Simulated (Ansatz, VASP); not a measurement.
ZrS in VASP and in Ansatz

Contents of INCAR:

```
SYSTEM = ZrS
ALGO     = Normal         ! electronic algorithm
EDIFF    = 1E-7           ! SCF threshold, eV
EDIFFG   = -0.05          ! ionic threshold
ENCUT    = 500            ! plane-wave cutoff, eV
GGA_COMPAT= .False.      
IBRION   = 2              ! ionic algorithm
ISIF     = 3              ! what is computed and relaxed
ISMEAR   = 0              ! smearing method
LASPH    = .True.         ! aspherical terms in the spheres
LCHARG   = .False.        ! write CHGCAR
LREAL    = .False.        ! projectors in reciprocal space
LWAVE    = .False.        ! write WAVECAR
NELM     = 120            ! most SCF steps
NELMIN   = 4            
NSW      = 100            ! ionic steps
PREC     = Accurate       ! precision mode
SIGMA    = 0.1            ! smearing width, eV
```

File KPOINTS:

```
k-points
0
Gamma
  6 6 6
  0 0 0
```

Contents of POSCAR:

```
ZrS
1.0
    0.0000000000      2.6250000000      2.6250000000
    2.6250000000      0.0000000000      2.6250000000
    2.6250000000      2.6250000000      0.0000000000
Zr S
1 1
Direct
    0.0000000000      0.0000000000      0.0000000000
    0.5000000000      0.5000000000      0.5000000000
```

Input for Ansatz:

```yaml
crystal:
  lattice:
    - [0.0, 2.625, 2.625]
    - [2.625, 0.0, 2.625]
    - [2.625, 2.625, 0.0]
  atoms:
    - { symbol: Zr, position: [0.0, 0.0, 0.0] }
    - { symbol: S, position: [0.5, 0.5, 0.5] }
basis:
  ecutwfc: 420
kpoints:
  mp_grid: { grid: [6, 6, 6] }
hamiltonian:
  xc: lda
scf:
  occupations: { method: gaussian, width: 0.1 }
output:
  forces: true
  stress: true
  eigenvalues: true
relax:
  adjacent_minimum: "off"
  f_tol: 0.05
  max_steps: 80
  cell: { stress_tol: 0.5 }
```

Alike in both runs: task relaxation of cell and atoms; functional LDA; k mesh 6 × 6 × 6; occupations gaussian, width 0.1 eV; no spin polarisation.

|  | VASP | Ansatz |
| --- | --- | --- |
| version | VASP 6.6.1 | Ansatz 0.2.0 |
| potentials or method | VASP PAW LDA potentials, release 64 (Zr_sv, S), cutoff 500 eV | scalar-relativistic, plane waves, PAW |
| valence electrons in the cell | 18 | 18 |

|  | VASP | Ansatz | Ansatz less VASP |
| --- | --- | --- | --- |
| gap on the k mesh at the Fermi level, each at its own relaxed structure (eV) | none | none | - |
| relaxed volume (Å³/atom) | 17.00 | 16.96 | -0.042 |
| relaxed cell length with the largest relative difference (Å) | 3.636 | 3.633 | -0.0030 |

LDA's correlation is that of Perdew and Zunger in VASP and of Perdew and Wang (1992) in Ansatz. A gap of «none» marks a metal or a gap that the smearing closes.

Noted on VASP's run: too few bands were computed for a metal, which touches its energy and stress.
